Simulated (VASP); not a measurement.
# BC31 (a cell with a defect) in VASP: single point with PBE

Aim: the single point of BC31 (a cell with a defect) with PBE.

All numbers are computed with VASP 6.6.1; they aren't measurements. Logs are shortened: lines on timing, memory, paths and dates and some standing lists are left out, and cuts for length are marked.

## 1. The cell of the first run

The cell holds a defect, 64 atoms: a = 7.143 Å, b = 7.143 Å, c = 7.143 Å, α = 90.00°, β = 90.00°, γ = 90.00°.

## 2. Single point, PBE

The input, INCAR:

```
PREC = Accurate
ENCUT = 520
EDIFF = 1E-6
ISMEAR = 0
SIGMA = 0.1
LREAL = Auto
LASPH = True
NELM = 80
ALGO = Normal
ISIF = 2
LWAVE = False
LCHARG = True
GGA = PE
LELF = True
LVHAR = True
NBANDS = 165
```

The input, KPOINTS:

```
Automatic mesh
0
Gamma
  2 2 2
```

The input, POSCAR:

```
BC31
1.0
    7.1433410209      0.0000000000      0.0000000000
    0.0000000000      7.1433410209      0.0000000000
    0.0000000000      0.0000000000      7.1433410209
B C
2 62
Direct
    0.0169103716      0.0169103716     -0.0169103716
    0.8580896284      0.8580896284      0.1419103716
   -0.0002078190     -0.0002078190      0.4999336412
   -0.0002078190      0.5000663588      0.0002078190
    0.0007190413      0.4997249971      0.5002750029
    0.5000663588     -0.0002078190      0.0002078190
    0.4997249971      0.0007190413      0.5002750029
    0.4997249971      0.4997249971     -0.0007190413
    0.5002159506      0.5002159506      0.4997840494
    0.0005882305      0.2516219570      0.2517906687
    0.0001103922      0.2512794769      0.7487205231
    0.0073671196      0.7483585049      0.2516414951
    0.0005882305      0.7482093313      0.7483780430
    0.4993717963      0.2508978467      0.2499317111
    0.4998117261      0.2500419464      0.7499580536
    0.5002709382      0.7502878642      0.2497121358
    0.4993717963      0.7500682889      0.7491021533
    0.2516219570      0.0005882305      0.2517906687
    0.2512794769      0.0001103922      0.7487205231
    0.2508978467      0.4993717963      0.2499317111
    0.2500419464      0.4998117261      0.7499580536
    0.7483585049      0.0073671196      0.2516414951
    0.7482093313      0.0005882305      0.7483780430
    0.7502878642      0.5002709382      0.2497121358
    0.7500682889      0.4993717963      0.7491021533
    0.2512794769      0.2512794769     -0.0001103922
    0.2500419464      0.2500419464      0.5001882739
    0.2516219570      0.7482093313     -0.0005882305
    0.2508978467      0.7500682889      0.5006282037
    0.7482093313      0.2516219570     -0.0005882305
    0.7500682889      0.2508978467      0.5006282037
    0.7483585049      0.7483585049     -0.0073671196
    0.7502878642      0.7502878642      0.4997290618
    0.1266414951      0.1266414951      0.1323671196
    0.1247121358      0.1247121358      0.6252709382
    0.1267906687      0.6233780430      0.1255882305
    0.1249317111      0.6241021533      0.6243717963
    0.6233780430      0.1267906687      0.1255882305
    0.6241021533      0.1249317111      0.6243717963
    0.6237205231      0.6237205231      0.1251103922
    0.6249580536      0.6249580536      0.6248117261
    0.1249317111      0.3756282037      0.3758978467
    0.1247121358      0.3747290618      0.8752878642
    0.1267906687      0.8744117695      0.3766219570
    0.1266414951      0.8676328804      0.8733585049
    0.6249580536      0.3751882739      0.3750419464
    0.6241021533      0.3756282037      0.8750682889
    0.6237205231      0.8748896078      0.3762794769
    0.6233780430      0.8744117695      0.8732093313
    0.3756282037      0.1249317111      0.3758978467
    0.3747290618      0.1247121358      0.8752878642
    0.3751882739      0.6249580536      0.3750419464
    0.3756282037      0.6241021533      0.8750682889
    0.8744117695      0.1267906687      0.3766219570
    0.8676328804      0.1266414951      0.8733585049
    0.8748896078      0.6237205231      0.3762794769
    0.8744117695      0.6233780430      0.8732093313
    0.3752750029      0.3752750029      0.1257190413
    0.3747840494      0.3747840494      0.6252159506
    0.3749336412      0.8752078190      0.1247921810
    0.3752750029      0.8742809587      0.6247249971
    0.8752078190      0.3749336412      0.1247921810
    0.8742809587      0.3752750029      0.6247249971
    0.8752078190      0.8752078190      0.6250663588
```

Potentials or basis: VASP PAW PBE potentials, release 64 (B, C).

On the command line:

```console
cat potpaw_PBE.64/B/POTCAR potpaw_PBE.64/C/POTCAR > POTCAR
mpirun -np 1 vasp_std > vasp.out
```

OUTCAR:

```text
PREC = Accurate
   ENCUT = 520
   EDIFF = 1E-6
   ISMEAR = 0
   LREAL = Auto
   LASPH = True
   NELM = 80
   ISIF = 2
   GGA = PE

 ion  position               nearest neighbor table
   1  0.017  0.017  0.983-  34 1.54  45 1.54  55 1.54   2 1.97
   2  0.858  0.858  0.142-  12 1.54  22 1.54  32 1.54   1 1.97
   3  1.000  1.000  0.500-  64 1.54  35 1.55  54 1.55  44 1.55
   4  1.000  0.500  0.000-  62 1.54  43 1.55  57 1.55  36 1.55
   5  0.001  0.500  0.500-  37 1.54  42 1.54  56 1.54  63 1.55
   6  0.500  1.000  0.000-  60 1.54  51 1.55  38 1.55  49 1.55
[... 56 lines left out ...]
  63  0.874  0.375  0.625-  25 1.54  31 1.54  11 1.54   5 1.55
  64  0.875  0.875  0.625-   3 1.54  33 1.55  23 1.55  13 1.55

  LATTYP: Found a simple cubic cell.
 ALAT       =     7.1433410209

  Lattice vectors:

 A1 = (   7.1433410209,   0.0000000000,   0.0000000000)
 A2 = (   0.0000000000,   7.1433410209,   0.0000000000)
 A3 = (   0.0000000000,   0.0000000000,   7.1433410209)

Analysis of symmetry for initial positions (statically):
=====================================================================
 Subroutine PRICEL returns:
 Original cell was already a primitive cell.

 Routine SETGRP: Setting up the symmetry group for a
 simple cubic supercell.

 Subroutine GETGRP returns: Found 12 space group operations
 (whereof  6 operations were pure point group operations)
 out of a pool of 48 trial point group operations.

The static configuration has the point symmetry C_3v.
 The point group associated with its full space group is D_3d.

Analysis of symmetry for dynamics (positions and initial velocities):
=====================================================================
 Subroutine PRICEL returns:
 Original cell was already a primitive cell.

 Routine SETGRP: Setting up the symmetry group for a
 simple cubic supercell.

 Subroutine GETGRP returns: Found 12 space group operations
 (whereof  6 operations were pure point group operations)
 out of a pool of 48 trial point group operations.

The dynamic configuration has the point symmetry C_3v.
 The point group associated with its full space group is D_3d.

 Subroutine INISYM returns: Found 12 space group operations
 (whereof  6 operations are pure point group operations),
 and found     1 'primitive' translations

[... 198 lines left out ...]
   LREAL  =      T    real-space projection
   EDIFFG = 0.1E-04   stopping-criterion for IOM
   NSW    =      0    number of steps for IOM
   IBRION =     -1    ionic relax: 0-MD 1-quasi-New 2-CG
   NFREE  =      0    steps in history (QN), initial steepest desc. (CG)
   ISIF   =      2    stress and relaxation
   ISYM   =      2    0-nonsym 1-usesym 2-fastsym
   POTIM  = 0.5000    time-step for ionic-motion
   TEBEG  =    0.0;   TEEND  =   0.0 temperature during run
   PSTRESS=    0.0 pullay stress
   NELECT =     254.0000    total number of electrons
   NUPDOWN=      -1.0000    fix difference up-down
   EMIN   =  10.00;   EMAX   =-10.00  energy-range for DOS
   EFERMI =   0.00;   METHOD = LEGACY
   ISMEAR =     0;   SIGMA  =   0.10  broadening in eV -4-tet -1-fermi 0-gaus
   EFERMI_NEDOS =   21; number of points for ismear=-14 and -15
   IALGO  =     38    algorithm
   IMIX   =      4    mixing-type and parameters
     AMIX     =   0.40;   BMIX     =  1.00
     AMIX_MAG =   1.60;   BMIX_MAG =  1.00
  volume/ion in A,a.u.               =       5.70        38.43
  Fermi-wavevector in a.u.,A,eV,Ry     =   1.451392  2.742733 28.661194  2.106538
  Thomas-Fermi vector in A             =   2.568894
   LORBIT       =      0    0 simple, 1 ext, 2 COOP (PROOUT), +10 PAW based schemes
   GGA     = PE    functional components
   LHFCALC =     F    Hartree Fock is set to
   AEXX    =    0.0000 exact exchange contribution
   IVDW    =     0    specifies the selected vdW correction
   LEPSILON=     F    determine dielectric tensor
   LRPA    =     F    only Hartree local field effects (RPA)
 non-spin polarized calculation
 Gauss-broadening in eV      SIGMA  =   0.10
  energy-cutoff  :      520.00
  volume of cell :      364.51
 maximum number of plane-waves:      9890
 NGX is ok and might be reduce to    54
   NGX = 27   NGY = 27   NGZ = 27

 number of electron     253.9999991 magnetization

 Free energy of the ion-electron system (eV)
  ---------------------------------------------------
  ext. energy  EPLUGINS =         0.00000000
  ---------------------------------------------------
  free energy    TOTEN  =      -574.99421247 eV

  energy without entropy =     -574.99421074  energy(sigma->0) =     -574.99421161

 E-fermi :   9.9852     XC(G=0): -13.2132

 val. band max:        9.6736570588   @ k =   0.0000   0.0000   0.0000
 cond. band min:      10.3028514746   @ k =   0.5000   0.0000   0.0000
 fundamental gap:      0.6291944158
 Fermi energy:         9.9851750968

 k-point     1 :       0.0000    0.0000    0.0000
  band No.  band energies     occupation
      1     -11.7784      2.00000
      2      -9.6022      2.00000
      3      -9.6022      2.00000
      4      -9.5502      2.00000
      5      -9.5502      2.00000
      6      -9.5235      2.00000
[... 557 lines left out ...]
    138      15.6420      0.00000
    139      15.6420      0.00000
 [bands above 139 left out]

------------------------ aborting loop because EDIFF is reached ----------------------------------------

  FORCE on cell =-STRESS in cart. coord.  units (eV):
  Direction    XX          YY          ZZ          XY          YZ          ZX
  --------------------------------------------------------------------------------------
  -------------------------------------------------------------------------------------
  Total       12.5442483     12.5442483     12.5442483     -2.6839860      2.6839860      2.6839860
  in kB       55.1380079     55.1380079     55.1380079    -11.7974102     11.7974102     11.7974102
  external PRESSURE =      55.1380079 kB  Pullay stress =       0.0000000 kB

 VOLUME and BASIS-vectors are now :
 -----------------------------------------------------------------------------
  energy-cutoff  :      520.00
  volume of cell :      364.51
      direct lattice vectors                 reciprocal lattice vectors
     7.143341021  0.000000000  0.000000000     0.139990517  0.000000000  0.000000000
     0.000000000  7.143341021  0.000000000     0.000000000  0.139990517  0.000000000
     0.000000000  0.000000000  7.143341021     0.000000000  0.000000000  0.139990517

 POSITION                                       TOTAL-FORCE (eV/Angst)
 -----------------------------------------------------------------------------------
      0.12080      0.12080      7.02254        -0.004928     -0.004928      0.004928
      6.12963      6.12963      1.01371         0.004928      0.004928     -0.004928
      7.14186      7.14186      3.57120         0.003131      0.003131      0.002386
      7.14186      3.57214      0.00148         0.003131     -0.002386     -0.003131
      0.00514      3.56971      3.57363        -0.009175      0.000261     -0.000261
      3.57214      7.14186      0.00148        -0.002386      0.003131     -0.003131
[... 56 lines left out ...]
      6.24529      2.68072      4.46262         0.009175     -0.000261      0.000261
      6.25191      6.25191      4.46506        -0.003131     -0.003131     -0.002386
 -----------------------------------------------------------------------------------
    total drift:                               -0.000010     -0.000010      0.000009

  FREE ENERGIE OF THE ION-ELECTRON SYSTEM (eV)
  ---------------------------------------------------
  free  energy   TOTEN  =      -574.9942124743 eV

  energy  without entropy=     -574.9942107374  energy(sigma->0) =     -574.99421161
```

It took 4.6 min on 1 thread of Intel Xeon 6975P-C (Granite Rapids), shared host; peak memory 0.45 GiB.

What came out:

- Free energy: -574.9942 eV
- Pressure: 5.5 GPa
- Largest force: 0.010 eV/Å
- Band gap on the k mesh: 0.63 eV

Forces on the atoms (eV/Å):
```
B   -0.005 -0.005  0.005
B    0.005  0.005 -0.005
C    0.003  0.003  0.002
C    0.003 -0.002 -0.003
C   -0.009  0.000  0.000
C   -0.002  0.003 -0.003
C    0.000 -0.009  0.000
C    0.000  0.000  0.009
C   -0.006 -0.006  0.006
C   -0.009  0.000 -0.003
C   -0.004 -0.002  0.002
C   -0.001  0.007 -0.007
C   -0.009  0.003  0.000
C    0.000  0.002 -0.002
C   -0.002  0.002 -0.002
C    0.000  0.005 -0.005
C    0.000  0.002 -0.002
C    0.000 -0.009 -0.003
C   -0.002 -0.004  0.002
C    0.002  0.000 -0.002
C    0.002 -0.002 -0.002
C    0.007 -0.001 -0.007
C    0.003 -0.009  0.000
C    0.005  0.000 -0.005
C    0.002  0.000 -0.002
C   -0.002 -0.002  0.004
C    0.002  0.002  0.002
C    0.000  0.003  0.009
C    0.002  0.002  0.000
C    0.003  0.000  0.009
C    0.002  0.002  0.000
C    0.007  0.007  0.001
C    0.005  0.005  0.000
C   -0.007 -0.007 -0.001
C   -0.005 -0.005  0.000
C   -0.003  0.000 -0.009
C   -0.002 -0.002  0.000
C    0.000 -0.003 -0.009
C   -0.002 -0.002  0.000
C    0.002  0.002 -0.004
C   -0.002 -0.002 -0.002
C   -0.002  0.000  0.002
C   -0.005  0.000  0.005
C   -0.003  0.009  0.000
C   -0.007  0.001  0.007
C   -0.002  0.002  0.002
C   -0.002  0.000  0.002
C    0.002  0.004 -0.002
C    0.000  0.009  0.003
C    0.000 -0.002  0.002
C    0.000 -0.005  0.005
C    0.002 -0.002  0.002
C    0.000 -0.002  0.002
C    0.009 -0.003  0.000
C    0.001 -0.007  0.007
C    0.004  0.002 -0.002
C    0.009  0.000  0.003
C    0.000  0.000 -0.009
C    0.006  0.006 -0.006
C    0.002 -0.003  0.003
C    0.000  0.009  0.000
C   -0.003  0.002  0.003
C    0.009  0.000  0.000
C   -0.003 -0.003 -0.002
```

Stress tensor (GPa, compression positive):
```
 5.51 -1.18  1.18
-1.18  5.51  1.18
 1.18  1.18  5.51
```

Levels at points of the mesh, in eV from the valence-band top:
```
           k point  band 124  band 125  band 126  band 127  band 128  band 129  band 130  band 131
(0.00, 0.00, 0.00)     -2.23     -0.81      0.00      0.00      1.34      4.27      4.35      4.35
(0.50, 0.00, 0.00)     -1.63     -1.58     -1.27     -1.24      0.63      4.08      4.15      5.10
(0.50, 0.50, 0.00)     -1.41     -0.91     -0.74     -0.63      0.79      5.45      5.57      5.72
(0.50, 0.50, 0.50)     -1.51     -1.51     -1.26     -1.26      0.92      5.58      5.86      5.86
```

Caveat: the k points lie up to 0.44 Å⁻¹ apart.
